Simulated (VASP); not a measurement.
# AlN (P6_3mc) in VASP: single point with PBE

Aim: the single point of AlN with PBE.

Program: VASP 6.6.1. These are calculated values, not measurements. Logs are shortened: lines on timing, memory, paths and dates and some standing lists are left out, and cuts for length are marked.

## Step 1: The cell of the first run

Symmetry: P6_3mc, No. 186, hexagonal system. The conventional cell has a = 3.129 Å, b = 3.129 Å, c = 5.017 Å, α = 90.00°, β = 90.00°, γ = 120.00°. Al (site symmetry 3m) has 4 N at 1.90 to 1.91 Å within 2.5 Å. N (site symmetry 3m) has 4 Al at 1.90 to 1.91 Å within 2.5 Å.

## Step 2: Single point, PBE

The input, INCAR:

```
  ALGO = Normal
  EDIFF = 1E-6
  ENCUT = 520
  GGA = PE
  ISIF = 2
  ISMEAR = 0
  LASPH = T
  LCHARG = F
  LREAL = F
  LWAVE = F
  NBANDS = 16
  NELM = 100
  PREC = Accurate
  SIGMA = 0.1
```

The input, KPOINTS:

```
k-points
0
Gamma
  6 6 4
```

The input, POSCAR:

```
AlN
1.0
    3.1285881360      0.0000000000      0.0000000000
   -1.5642940680      2.7094368037      0.0000000000
    0.0000000000      0.0000000000      5.0169550000
Al N
2 2
Direct
    0.6666666700      0.3333333300      0.4992870000
    0.3333333300      0.6666666700      0.9992870000
    0.6666666700      0.3333333300      0.8807130000
    0.3333333300      0.6666666700      0.3807130000
```

Potentials or basis: VASP PAW PBE potentials, release 64 (Al, N).

Started as:

```
> cat potpaw_PBE.64/Al/POTCAR potpaw_PBE.64/N/POTCAR > POTCAR
> mpirun -np 1 vasp_std > vasp.out
```

OUTCAR:

```text
EDIFF = 1E-6
   ENCUT = 520
   GGA = PE
   ISIF = 2
   ISMEAR = 0
   LASPH = T
   LREAL = F
   NELM = 100
   PREC = Accurate

 ion  position               nearest neighbor table
   1  0.667  0.333  0.499-   4 1.90   4 1.90   4 1.90   3 1.91   2 3.09   2 3.09   2 3.09   2 3.09
                             2 3.09   2 3.09
   2  0.333  0.667  0.999-   3 1.90   3 1.90   3 1.90   4 1.91   1 3.09   1 3.09   1 3.09   1 3.09
                             1 3.09   1 3.09
   3  0.667  0.333  0.881-   2 1.90   2 1.90   2 1.90   1 1.91
   4  0.333  0.667  0.381-   1 1.90   1 1.90   1 1.90   2 1.91

  LATTYP: Found a hexagonal cell.
 ALAT       =     3.1285881360
 C/A-ratio  =     1.6035843588

  Lattice vectors:

 A1 = (   3.1285881360,   0.0000000000,   0.0000000000)
 A2 = (  -1.5642940680,   2.7094368037,   0.0000000000)
 A3 = (   0.0000000000,   0.0000000000,   5.0169550000)

Analysis of symmetry for initial positions (statically):
=====================================================================
 Subroutine PRICEL returns:
 Original cell was already a primitive cell.

 Routine SETGRP: Setting up the symmetry group for a
 hexagonal supercell.

 Subroutine GETGRP returns: Found 12 space group operations
 (whereof  6 operations were pure point group operations)
 out of a pool of 24 trial point group operations.

The static configuration has the point symmetry C_3v.
 The point group associated with its full space group is C_6v.

Analysis of symmetry for dynamics (positions and initial velocities):
=====================================================================
 Subroutine PRICEL returns:
 Original cell was already a primitive cell.

 Routine SETGRP: Setting up the symmetry group for a
 hexagonal supercell.

 Subroutine GETGRP returns: Found 12 space group operations
 (whereof  6 operations were pure point group operations)
 out of a pool of 24 trial point group operations.

The dynamic configuration has the point symmetry C_3v.
 The point group associated with its full space group is C_6v.

 Subroutine INISYM returns: Found 12 space group operations
 (whereof  6 operations are pure point group operations),
 and found     1 'primitive' translations

----------------------------------------------------------------------------------------

                                     Primitive cell

  volume of cell :      42.5273

  direct lattice vectors                    reciprocal lattice vectors
     3.128588136  0.000000000  0.000000000     0.319632996  0.184540196  0.000000000
    -1.564294068  2.709436804  0.000000000     0.000000000  0.369080393  0.000000000
     0.000000000  0.000000000  5.016955000     0.000000000  0.000000000  0.199324092

  length of vectors
     3.128588136  3.128588136  5.016955000     0.369080393  0.369080393  0.199324092

  position of ions in fractional coordinates (direct lattice)
     0.666666670  0.333333330  0.499287000
     0.333333330  0.666666670  0.999287000
     0.666666670  0.333333330  0.880713000
     0.333333330  0.666666670  0.380713000

  ion indices of the primitive-cell ions
   primitive index   ion index
                 1           1
                 2           2
                 3           3
                 4           4

----------------------------------------------------------------------------------------

 KPOINTS: k-points

Automatic generation of k-mesh.
 Grid dimensions read from file:
 generate k-points for:    6    6    4

 Generating k-lattice:

  Cartesian coordinates                     Fractional coordinates (reciprocal lattice)
     0.053272166  0.030756699  0.000000000     0.166666667  0.000000000  0.000000000
     0.000000000  0.061513399  0.000000000     0.000000000  0.166666667  0.000000000
     0.000000000  0.000000000  0.049831023     0.000000000  0.000000000  0.250000000

  Length of vectors
     0.061513399  0.061513399  0.049831023

  Shift w.r.t. Gamma in fractional coordinates (k-lattice)
     0.000000000  0.000000000  0.000000000

 Subroutine IBZKPT returns following result:
 ===========================================

 Found     21 irreducible k-points:

 Following reciprocal coordinates:
            Coordinates               Weight
  0.000000  0.000000  0.000000      1.000000
  0.166667  0.000000  0.000000      6.000000
  0.333333  0.000000  0.000000      6.000000
  0.500000  0.000000  0.000000      3.000000
  0.166667  0.166667  0.000000      6.000000
  0.333333  0.166667  0.000000     12.000000
[... 13 lines left out ...]
  0.333333  0.166667  0.500000     12.000000
  0.333333  0.333333  0.500000      2.000000
   k-points           NKPTS =     21   k-points in BZ     NKDIM =     21   number of bands    NBANDS=     16
   number of dos      NEDOS =    301   number of ions     NIONS =      4
   total plane-waves  NPLWV =  23040
   dimension x,y,z NGX =    24 NGY =   24 NGZ =   40
   dimension x,y,z NGXF=    48 NGYF=   48 NGZF=   80
   ions per type =               2   2
   NGX,Y,Z   is equivalent  to a cutoff of  12.75, 12.75, 13.25 a.u.
   NGXF,Y,Z  is equivalent  to a cutoff of  25.51, 25.51, 26.51 a.u.
 SYSTEM =  unknown system
   PREC   = accura    normal or accurate (medium, high low for compatibility)
   ISTART =      0    job   : 0-new  1-cont  2-samecut
   ICHARG =      2    charge: 1-file 2-atom 10-const
   ISPIN  =      1    spin polarized calculation?
   LNONCOLLINEAR =      F non collinear calculations
   LSORBIT =      F    spin-orbit coupling
   LASPH  =      T    aspherical Exc in radial PAW
   ENCUT  =  520.0 eV  38.22 Ry    6.18 a.u.   5.82  5.82  9.33*2*pi/ulx,y,z
   NELM   =    100;   NELMIN=  2; NELMDL= -5     # of ELM steps
   EDIFF  = 0.1E-05   stopping-criterion for ELM
   LREAL  =      F    real-space projection
   EDIFFG = 0.1E-04   stopping-criterion for IOM
   NSW    =      0    number of steps for IOM
   IBRION =     -1    ionic relax: 0-MD 1-quasi-New 2-CG
   NFREE  =      0    steps in history (QN), initial steepest desc. (CG)
   ISIF   =      2    stress and relaxation
   ISYM   =      2    0-nonsym 1-usesym 2-fastsym
   POTIM  = 0.5000    time-step for ionic-motion
   TEBEG  =    0.0;   TEEND  =   0.0 temperature during run
   PSTRESS=    0.0 pullay stress
   NELECT =      16.0000    total number of electrons
   NUPDOWN=      -1.0000    fix difference up-down
   EMIN   =  10.00;   EMAX   =-10.00  energy-range for DOS
   EFERMI =   0.00;   METHOD = LEGACY
   ISMEAR =     0;   SIGMA  =   0.10  broadening in eV -4-tet -1-fermi 0-gaus
   EFERMI_NEDOS =   21; number of points for ismear=-14 and -15
   IALGO  =     38    algorithm
   IMIX   =      4    mixing-type and parameters
     AMIX     =   0.40;   BMIX     =  1.00
     AMIX_MAG =   1.60;   BMIX_MAG =  1.00
  volume/ion in A,a.u.               =      10.63        71.75
  Fermi-wavevector in a.u.,A,eV,Ry     =   1.181841  2.233355 19.003903  1.396747
  Thomas-Fermi vector in A             =   2.318106
   LORBIT       =      0    0 simple, 1 ext, 2 COOP (PROOUT), +10 PAW based schemes
   GGA     = PE    functional components
   LHFCALC =     F    Hartree Fock is set to
   AEXX    =    0.0000 exact exchange contribution
   IVDW    =     0    specifies the selected vdW correction
   LEPSILON=     F    determine dielectric tensor
   LRPA    =     F    only Hartree local field effects (RPA)
 non-spin polarized calculation
 Gauss-broadening in eV      SIGMA  =   0.10
  energy-cutoff  :      520.00
  volume of cell :       42.53
 maximum number of plane-waves:      1170
 NGX is ok and might be reduce to    24
   NGX = 11   NGY = 11   NGZ = 19

 number of electron      15.9999998 magnetization

 Free energy of the ion-electron system (eV)
  ---------------------------------------------------
  ext. energy  EPLUGINS =         0.00000000
  ---------------------------------------------------
  free energy    TOTEN  =       -29.77915593 eV

  energy without entropy =      -29.77915593  energy(sigma->0) =      -29.77915593

 E-fermi :   6.3768     XC(G=0): -10.8321

 val. band max:        5.9740745752   @ k =   0.0000   0.0000   0.0000
 cond. band min:      10.0304734523   @ k =   0.0000   0.0000   0.0000
 fundamental gap:      4.0563988771
 Fermi energy:         6.3767643552

 k-point     1 :       0.0000    0.0000    0.0000
  band No.  band energies     occupation
      1      -9.0981      2.00000
      2      -7.0127      2.00000
      3       0.0640      2.00000
      4       5.1330      2.00000
      5       5.1330      2.00000
      6       5.7751      2.00000
[... 8 lines left out ...]
     15      18.9560      0.00000
     16      18.9560      0.00000

 k-point     2 :       0.1667    0.0000    0.0000
  band No.  band energies     occupation
      1      -8.7586      2.00000
      2      -6.8290      2.00000
      3       0.4745      2.00000
      4       3.7279      2.00000
      5       4.4875      2.00000
      6       4.7476      2.00000
[... 8 lines left out ...]
     15      18.2127      0.00000
     16      18.6692      0.00000

 k-point     3 :       0.3333    0.0000    0.0000
  band No.  band energies     occupation
      1      -7.8840      2.00000
      2      -6.5028      2.00000
      3       1.5182      2.00000
      4       1.6234      2.00000
      5       2.6837      2.00000
      6       4.1657      2.00000
[... 8 lines left out ...]
     15      17.8851      0.00000
     16      20.2075      0.00000

 k-point     4 :       0.5000    0.0000    0.0000
  band No.  band energies     occupation
      1      -7.1806      2.00000
      2      -6.5049      2.00000
      3       0.5970      2.00000
      4       1.8518      2.00000
      5       2.6787      2.00000
      6       3.9229      2.00000
[... 8 lines left out ...]
     15      18.6660      0.00000
     16      20.8871      0.00000
[... 267 lines left out ...]
 k-point    19 :       0.1667    0.1667    0.5000
  band No.  band energies     occupation
      1      -7.4429      2.00000
      2      -7.4429      2.00000
      3       1.8088      2.00000
      4       1.8088      2.00000
      5       4.1774      2.00000
      6       4.1774      2.00000
[... 8 lines left out ...]
     15      18.7731      0.00000
     16      18.7731      0.00000

 k-point    20 :       0.3333    0.1667    0.5000
  band No.  band energies     occupation
      1      -6.8376      2.00000
      2      -6.8376      2.00000
      3       0.8864      2.00000
      4       0.8864      2.00000
      5       3.3951      2.00000
      6       3.3951      2.00000
[... 8 lines left out ...]
     15      19.2780      0.00000
     16      19.2780      0.00000

 k-point    21 :       0.3333    0.3333    0.5000
  band No.  band energies     occupation
      1      -6.6193      2.00000
      2      -6.6193      2.00000
      3       1.1960      2.00000
      4       1.1960      2.00000
      5       2.1858      2.00000
      6       2.1858      2.00000
[... 8 lines left out ...]
     15      19.6984      0.00000
     16      19.6984      0.00000

------------------------ aborting loop because EDIFF is reached ----------------------------------------

  FORCE on cell =-STRESS in cart. coord.  units (eV):
  Direction    XX          YY          ZZ          XY          YZ          ZX
  --------------------------------------------------------------------------------------
  -------------------------------------------------------------------------------------
  Total        0.0002242      0.0002242     -0.0087177      0.0000000     -0.0000000     -0.0000000
  in kB        0.0084464      0.0084464     -0.3284322      0.0000000     -0.0000000     -0.0000000
  external PRESSURE =      -0.1038465 kB  Pullay stress =       0.0000000 kB

 VOLUME and BASIS-vectors are now :
 -----------------------------------------------------------------------------
  energy-cutoff  :      520.00
  volume of cell :       42.53
      direct lattice vectors                 reciprocal lattice vectors
     3.128588136  0.000000000  0.000000000     0.319632996  0.184540196  0.000000000
    -1.564294068  2.709436804  0.000000000     0.000000000  0.369080393  0.000000000
     0.000000000  0.000000000  5.016955000     0.000000000  0.000000000  0.199324092

 POSITION                                       TOTAL-FORCE (eV/Angst)
 -----------------------------------------------------------------------------------
      1.56429      0.90315      2.50490        -0.000000     -0.000000     -0.004361
     -0.00000      1.80629      5.01338         0.000000      0.000000     -0.004361
      1.56429      0.90315      4.41850         0.000000      0.000000      0.004361
     -0.00000      1.80629      1.91002        -0.000000      0.000000      0.004361
 -----------------------------------------------------------------------------------
    total drift:                               -0.000009      0.000005      0.000526

  FREE ENERGIE OF THE ION-ELECTRON SYSTEM (eV)
  ---------------------------------------------------
  free  energy   TOTEN  =       -29.7791559337 eV

  energy  without entropy=      -29.7791559337  energy(sigma->0) =      -29.77915593
```

Run time: 13 s. Hardware: 1 thread of AMD EPYC 7R13 (Zen 3), shared host; peak memory 0.12 GiB.

What came out:

```yaml
Free_energy: -29.7792 eV
Pressure: 0.0 GPa
Largest_force: 0.004 eV/Å
Band_gap_on_the_k_mesh: 4.06 eV, direct
```

Forces on the atoms (eV/Å):
```
Al   0.000  0.000 -0.004
Al   0.000  0.000 -0.004
N    0.000  0.000  0.004
N    0.000  0.000  0.004
```

PBE gaps usually lie below the measured ones, often by a third to a half.
